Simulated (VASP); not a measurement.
# LiCl (P1) in VASP: a series of runs

Runs on LiCl. Level: PBE. Tasks: single point.

Everything below comes from runs of VASP 6.6.1. Logs are shortened: lines on timing, memory, paths and dates and some standing lists are left out, and cuts for length are marked.

## Step 1: The cell of the first run

The typed cell holds 16 atoms: a = 7.533 Å, b = 7.533 Å, c = 7.533 Å, α = 60.00°, β = 60.00°, γ = 60.00°.

## Step 2: Single point, PBE

INCAR

```
PREC     = Accurate       # precision mode
ENCUT    = 520            # plane-wave cutoff, eV
EDIFF    = 1E-6           # SCF threshold, eV
ISMEAR   = -1             # smearing method
SIGMA    = 0.16           # smearing width, eV
LREAL    = Auto         
LASPH    = T              # aspherical terms in the spheres
NELM     = 60             # most SCF steps
ALGO     = Normal         # electronic algorithm
ISIF     = 2              # what is computed and relaxed
LWAVE    = F              # write WAVECAR
LCHARG   = F              # write CHGCAR
GGA      = PE             # functional
NBANDS   = 54             # bands
```

KPOINTS

```
regular mesh
0
Gamma
  2 2 2
```

POSCAR

```
LiCl
1.0
    0.0000000000      5.3267100000      5.3267100000
    5.3267100000      0.0000000000      5.3267100000
    5.3267100000      5.3267100000      0.0000000000
Li Cl
8 8
Direct
   -0.0027784505      0.0066645265     -0.0073215925
    0.0881688697      0.0173371556      0.4707690113
    0.1125272448      0.5338379600     -0.1445545186
    0.2321601889      0.4730593556      0.4179409054
    0.5117417693      0.0579156740     -0.0600182852
    0.5412158725     -0.0152627044      0.4808221210
    0.6521004522      0.5515130353      0.0355660436
    0.6364716683      0.5178994163      0.5233249041
    0.3645965333      0.2448791092      0.2360368783
    0.2846316019      0.1764973126      0.7760043254
    0.3483106833      0.7833071446      0.2015409136
    0.2630329040      0.7670025213      0.7707947307
    0.8549554979      0.2722130546      0.2461369213
    0.8306252828      0.2746723587      0.7230166463
    0.8474461722      0.7732728082      0.1737845687
    0.8427528437      0.8102562370      0.6816778086
```

Potentials or basis: VASP PAW PBE potentials, release 64 (Li_sv, Cl).

Started as:

```
> cat potpaw_PBE.64/Li_sv/POTCAR potpaw_PBE.64/Cl/POTCAR > POTCAR
> mpirun -np 1 vasp_std > vasp.out
```

OUTCAR:

```text
PREC = Accurate
   ENCUT = 520
   EDIFF = 1E-6
   ISMEAR = -1
   LREAL = Auto
   LASPH = T
   NELM = 60
   ISIF = 2
   GGA = PE

 ion  position               nearest neighbor table
   1  0.997  0.007  0.993-  15 2.07  14 2.39  12 2.47  10 2.48
   2  0.088  0.017  0.471-  16 2.42  13 2.45  12 2.57
   3  0.113  0.534  0.855-  12 2.22  16 2.43  10 2.57
   4  0.232  0.473  0.418-   9 2.26  11 2.39  10 2.57
   5  0.512  0.058  0.940-  10 2.18  11 2.39
   6  0.541  0.985  0.481-   9 2.29  10 2.62
   7  0.652  0.552  0.036-  13 2.27  11 2.27  16 2.60
   8  0.636  0.518  0.523-  14 2.13
   9  0.365  0.245  0.236-   4 2.26   6 2.29
  10  0.285  0.176  0.776-   5 2.18   1 2.48   4 2.57   3 2.57   6 2.62
  11  0.348  0.783  0.202-   7 2.27   4 2.39   5 2.39
  12  0.263  0.767  0.771-   3 2.22   1 2.47   2 2.57
  13  0.855  0.272  0.246-   7 2.27   2 2.45
  14  0.831  0.275  0.723-   8 2.13   1 2.39
  15  0.847  0.773  0.174-   1 2.07
  16  0.843  0.810  0.682-   2 2.42   3 2.43   7 2.60

  LATTYP: Found a face centered cubic cell.
 ALAT       =    10.6534200000

  Lattice vectors:

 A1 = (   0.0000000000,   5.3267100000,   5.3267100000)
 A2 = (   5.3267100000,   0.0000000000,   5.3267100000)
 A3 = (   5.3267100000,   5.3267100000,   0.0000000000)

Analysis of symmetry for initial positions (statically):
=====================================================================
 Subroutine PRICEL returns:
 Original cell was already a primitive cell.

 Routine SETGRP: Setting up the symmetry group for a
 face centered cubic supercell.

 Subroutine GETGRP returns: Found  1 space group operations
 (whereof  1 operations were pure point group operations)
 out of a pool of 48 trial point group operations.

The static configuration has the point symmetry C_1 .

Analysis of symmetry for dynamics (positions and initial velocities):
=====================================================================
 Subroutine PRICEL returns:
 Original cell was already a primitive cell.

 Routine SETGRP: Setting up the symmetry group for a
 face centered cubic supercell.

 Subroutine GETGRP returns: Found  1 space group operations
 (whereof  1 operations were pure point group operations)
 out of a pool of 48 trial point group operations.

The dynamic configuration has the point symmetry C_1 .

 Subroutine INISYM returns: Found  1 space group operations
 (whereof  1 operations are pure point group operations),
 and found     1 'primitive' translations

----------------------------------------------------------------------------------------

                                     Primitive cell

  volume of cell :     302.2784

  direct lattice vectors                    reciprocal lattice vectors
     0.000000000  5.326710000  5.326710000    -0.093866571  0.093866571  0.093866571
     5.326710000  0.000000000  5.326710000     0.093866571 -0.093866571  0.093866571
     5.326710000  5.326710000  0.000000000     0.093866571  0.093866571 -0.093866571

  length of vectors
     7.533105525  7.533105525  7.533105525     0.162581669  0.162581669  0.162581669

  position of ions in fractional coordinates (direct lattice)
     0.997221549  0.006664527  0.992678408
     0.088168870  0.017337156  0.470769011
     0.112527245  0.533837960  0.855445481
     0.232160189  0.473059356  0.417940905
     0.511741769  0.057915674  0.939981715
     0.541215872  0.984737296  0.480822121
[... 8 lines left out ...]
     0.847446172  0.773272808  0.173784569
     0.842752844  0.810256237  0.681677809

  ion indices of the primitive-cell ions
   primitive index   ion index
                 1           1
                 2           2
                 3           3
                 4           4
                 5           5
                 6           6
[... 8 lines left out ...]
                15          15
                16          16

----------------------------------------------------------------------------------------

 KPOINTS: regular mesh

Automatic generation of k-mesh.
 Grid dimensions read from file:
 generate k-points for:    2    2    2

 Generating k-lattice:

  Cartesian coordinates                     Fractional coordinates (reciprocal lattice)
    -0.046933285  0.046933285  0.046933285     0.500000000  0.000000000  0.000000000
     0.046933285 -0.046933285  0.046933285     0.000000000  0.500000000  0.000000000
     0.046933285  0.046933285 -0.046933285     0.000000000  0.000000000  0.500000000

  Length of vectors
     0.081290835  0.081290835  0.081290835

  Shift w.r.t. Gamma in fractional coordinates (k-lattice)
     0.000000000  0.000000000  0.000000000

 Subroutine IBZKPT returns following result:
 ===========================================

 Found      8 irreducible k-points:

 Following reciprocal coordinates:
            Coordinates               Weight
  0.000000  0.000000  0.000000      1.000000
  0.500000  0.000000  0.000000      1.000000
  0.000000  0.500000  0.000000      1.000000
  0.000000  0.000000  0.500000      1.000000
  0.500000  0.500000  0.500000      1.000000
  0.500000  0.500000  0.000000      1.000000
  0.000000  0.500000  0.500000      1.000000
  0.500000  0.000000  0.500000      1.000000
   k-points           NKPTS =      8   k-points in BZ     NKDIM =      8   number of bands    NBANDS=     54
   number of dos      NEDOS =    301   number of ions     NIONS =     16
   total plane-waves  NPLWV = 175616
   dimension x,y,z NGX =    56 NGY =   56 NGZ =   56
   dimension x,y,z NGXF=   112 NGYF=  112 NGZF=  112
   ions per type =               8   8
   NGX,Y,Z   is equivalent  to a cutoff of  12.36, 12.36, 12.36 a.u.
   NGXF,Y,Z  is equivalent  to a cutoff of  24.72, 24.72, 24.72 a.u.
 SYSTEM =  unknown system
   PREC   = accura    normal or accurate (medium, high low for compatibility)
   ISTART =      0    job   : 0-new  1-cont  2-samecut
   ICHARG =      2    charge: 1-file 2-atom 10-const
   ISPIN  =      1    spin polarized calculation?
   LNONCOLLINEAR =      F non collinear calculations
   LSORBIT =      F    spin-orbit coupling
   LASPH  =      T    aspherical Exc in radial PAW
   ENCUT  =  520.0 eV  38.22 Ry    6.18 a.u.  14.01 14.01 14.01*2*pi/ulx,y,z
   NELM   =     60;   NELMIN=  2; NELMDL= -5     # of ELM steps
   EDIFF  = 0.1E-05   stopping-criterion for ELM
   LREAL  =      T    real-space projection
   EDIFFG = 0.1E-04   stopping-criterion for IOM
   NSW    =      0    number of steps for IOM
   IBRION =     -1    ionic relax: 0-MD 1-quasi-New 2-CG
   NFREE  =      0    steps in history (QN), initial steepest desc. (CG)
   ISIF   =      2    stress and relaxation
   ISYM   =      2    0-nonsym 1-usesym 2-fastsym
   POTIM  = 0.5000    time-step for ionic-motion
   TEBEG  =    0.0;   TEEND  =   0.0 temperature during run
   PSTRESS=    0.0 pullay stress
   NELECT =      80.0000    total number of electrons
   NUPDOWN=      -1.0000    fix difference up-down
   EMIN   =  10.00;   EMAX   =-10.00  energy-range for DOS
   EFERMI =   0.00;   METHOD = LEGACY
   ISMEAR =    -1;   SIGMA  =   0.16  broadening in eV -4-tet -1-fermi 0-gaus
   EFERMI_NEDOS =   21; number of points for ismear=-14 and -15
   IALGO  =     38    algorithm
   IMIX   =      4    mixing-type and parameters
     AMIX     =   0.40;   BMIX     =  1.00
     AMIX_MAG =   1.60;   BMIX_MAG =  1.00
  volume/ion in A,a.u.               =      18.89       127.49
  Fermi-wavevector in a.u.,A,eV,Ry     =   1.051080  1.986253 15.031297  1.104769
  Thomas-Fermi vector in A             =   2.186109
   LORBIT       =      0    0 simple, 1 ext, 2 COOP (PROOUT), +10 PAW based schemes
   GGA     = PE    functional components
   LHFCALC =     F    Hartree Fock is set to
   AEXX    =    0.0000 exact exchange contribution
   IVDW    =     0    specifies the selected vdW correction
   LEPSILON=     F    determine dielectric tensor
   LRPA    =     F    only Hartree local field effects (RPA)
 non-spin polarized calculation
  energy-cutoff  :      520.00
  volume of cell :      302.28
 maximum number of plane-waves:      8144
   NGX = 29   NGY = 29   NGZ = 29

 number of electron      79.9999996 magnetization

 Free energy of the ion-electron system (eV)
  ---------------------------------------------------
  ext. energy  EPLUGINS =         0.00000000
  ---------------------------------------------------
  free energy    TOTEN  =       -56.57001887 eV

  energy without entropy =      -56.57001802  energy(sigma->0) =      -56.57001845

 E-fermi :   2.7848     XC(G=0):  -8.1591

 val. band max:        0.1526660462   @ k =   0.0000   0.0000   0.0000
 cond. band min:       5.0798876682   @ k =   0.0000   0.0000   0.0000
 fundamental gap:      4.9272216220
 Fermi energy:         2.7847657419

 k-point     1 :       0.0000    0.0000    0.0000
  band No.  band energies     occupation
      1     -44.1788      2.00000
      2     -44.1156      2.00000
      3     -44.0267      2.00000
      4     -44.0099      2.00000
      5     -43.9579      2.00000
      6     -43.8418      2.00000
[... 44 lines left out ...]
     51       8.2500      0.00000
     52       8.9309      0.00000

 k-point     2 :       0.5000    0.0000    0.0000
  band No.  band energies     occupation
      1     -44.1788      2.00000
      2     -44.1156      2.00000
      3     -44.0267      2.00000
      4     -44.0099      2.00000
      5     -43.9579      2.00000
      6     -43.8418      2.00000
[... 44 lines left out ...]
     51       8.7332      0.00000
     52       8.7974      0.00000

 k-point     3 :       0.0000    0.5000    0.0000
  band No.  band energies     occupation
      1     -44.1788      2.00000
      2     -44.1156      2.00000
      3     -44.0267      2.00000
      4     -44.0099      2.00000
      5     -43.9579      2.00000
      6     -43.8418      2.00000
[... 44 lines left out ...]
     51       8.4020      0.00000
     52       8.7795      0.00000

 k-point     4 :       0.0000    0.0000    0.5000
  band No.  band energies     occupation
      1     -44.1788      2.00000
      2     -44.1156      2.00000
      3     -44.0267      2.00000
      4     -44.0099      2.00000
      5     -43.9579      2.00000
      6     -43.8418      2.00000
[... 44 lines left out ...]
     51       8.6570      0.00000
     52       9.0117      0.00000

 k-point     5 :       0.5000    0.5000    0.5000
  band No.  band energies     occupation
      1     -44.1788      2.00000
      2     -44.1156      2.00000
      3     -44.0267      2.00000
      4     -44.0099      2.00000
      5     -43.9579      2.00000
      6     -43.8418      2.00000
[... 44 lines left out ...]
     51       8.7484      0.00000
     52       8.8899      0.00000

 k-point     6 :       0.5000    0.5000    0.0000
  band No.  band energies     occupation
      1     -44.1788      2.00000
      2     -44.1156      2.00000
      3     -44.0268      2.00000
      4     -44.0100      2.00000
      5     -43.9580      2.00000
      6     -43.8418      2.00000
[... 44 lines left out ...]
     51       8.6494      0.00000
     52       8.8983      0.00000

 k-point     7 :       0.0000    0.5000    0.5000
  band No.  band energies     occupation
      1     -44.1788      2.00000
      2     -44.1156      2.00000
      3     -44.0268      2.00000
      4     -44.0100      2.00000
      5     -43.9580      2.00000
      6     -43.8418      2.00000
[... 44 lines left out ...]
     51       8.7878      0.00000
     52       8.9790      0.00000

 k-point     8 :       0.5000    0.0000    0.5000
  band No.  band energies     occupation
      1     -44.1788      2.00000
      2     -44.1156      2.00000
      3     -44.0268      2.00000
      4     -44.0100      2.00000
      5     -43.9580      2.00000
      6     -43.8418      2.00000
[... 44 lines left out ...]
     51       8.7543      0.00000
     52       8.9616      0.00000
 [bands above 52 left out]

------------------------ aborting loop because EDIFF is reached ----------------------------------------

  FORCE on cell =-STRESS in cart. coord.  units (eV):
  Direction    XX          YY          ZZ          XY          YZ          ZX
  --------------------------------------------------------------------------------------
  -------------------------------------------------------------------------------------
  Total       -0.6646168      3.9051221      3.1703424     -0.3442992      0.4583857      0.6067798
  in kB       -3.5226925     20.6984606     16.8038809     -1.8249013      2.4295984      3.2161368
  external PRESSURE =      11.3265497 kB  Pullay stress =       0.0000000 kB

 VOLUME and BASIS-vectors are now :
 -----------------------------------------------------------------------------
  energy-cutoff  :      520.00
  volume of cell :      302.28
      direct lattice vectors                 reciprocal lattice vectors
     0.000000000  5.326710000  5.326710000    -0.093866571  0.093866571  0.093866571
     5.326710000  0.000000000  5.326710000     0.093866571 -0.093866571  0.093866571
     5.326710000  5.326710000  0.000000000     0.093866571  0.093866571 -0.093866571

 POSITION                                       TOTAL-FORCE (eV/Angst)
 -----------------------------------------------------------------------------------
      5.32321     10.59962      5.34741         0.186646     -0.024896      1.047477
      2.60000      2.97730      0.56200         0.188744     -0.032283      0.108404
      7.40031      5.15611      3.44300         0.265145      0.096981     -0.543385
      4.74610      3.46290      3.75650         0.175357     -0.256361     -0.266663
      5.31551      7.73291      3.03440         0.011008      0.927320      0.377860
      7.80661      5.44410      8.12831        -0.044765      0.300512      0.090583
[... 8 lines left out ...]
      5.04470      5.43980      8.63310         0.720517      0.327110     -1.812633
      7.94710      8.12020      8.80510        -0.220715      0.023146     -0.801210
 -----------------------------------------------------------------------------------
    total drift:                                0.005071     -0.001139     -0.003632

  FREE ENERGIE OF THE ION-ELECTRON SYSTEM (eV)
  ---------------------------------------------------
  free  energy   TOTEN  =       -56.5700188735 eV

  energy  without entropy=      -56.5700180196  energy(sigma->0) =      -56.57001845
```

Run time: 3.4 min. Hardware: 1 thread of Oxide Virtual Turin-like, shared host; peak memory 0.39 GiB.

What came out:

- Free energy: -56.5700 eV
- Largest force: 1.978 eV/Å
- Band gap on the k mesh: 4.93 eV

Forces on the atoms (eV/Å):
```
Li   0.187 -0.025  1.047
Li   0.189 -0.032  0.108
Li   0.265  0.097 -0.543
Li   0.175 -0.256 -0.267
Li   0.011  0.927  0.378
Li  -0.045  0.301  0.091
Li  -0.297 -0.195  0.112
Li  -0.193 -0.656  0.448
Cl  -0.191 -0.182 -0.089
Cl   0.387 -0.912  1.242
Cl   0.186  0.573 -0.616
Cl  -1.334  0.182  0.956
Cl  -0.028 -0.384 -0.022
Cl   0.188  0.212 -0.232
Cl   0.721  0.327 -1.813
Cl  -0.221  0.023 -0.801
```

Caveat: the k points lie up to 0.51 Å⁻¹ apart; the cutoff is under 1.25 times the usual one of these potentials, so pressure, stress and relaxed cells hold a basis-set (Pulay) error; forces of over 1 eV/Å act on the atoms, so gaps and moduli don't describe the material at rest.

(Continued in part 2 of 2.)
